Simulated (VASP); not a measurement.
C:

```xyz
2
Lattice="0.0000 1.7952 1.7952 1.7952 0.0000 1.7952 1.7952 1.7952 0.0000" Properties=species:S:1:pos:R:3 pbc="T T T"
C     2.6928    2.6928    2.6928
C     1.7952    1.7952    1.7952
```

Base run:

| Item | Value |
| --- | --- |
| Program | VASP 6.6.1 |
| Functional | BLYP |
| Potentials or basis | VASP PAW PBE potentials, release 64 (C) |
| Cutoff | 520 eV |
| k mesh | 13 × 13 × 13 |
| Occupations | fermi-dirac, width 0.05 eV |
| Spin | no spin polarisation |

Its results: band gap on the k mesh 4.42 eV, indirect (least direct gap 5.68 eV); pressure 3.1 GPa.

Task: The run is repeated on the same cell with these changes: functional from BLYP to r2SCAN. What comes out?

Result: Band gap on the k mesh 4.29 eV, indirect (least direct gap 5.78 eV); pressure -9.8 GPa.

Caveats: the PAW data sets were made with another functional, which shifts forces and pressure a little.

A k mesh can miss the band edges.
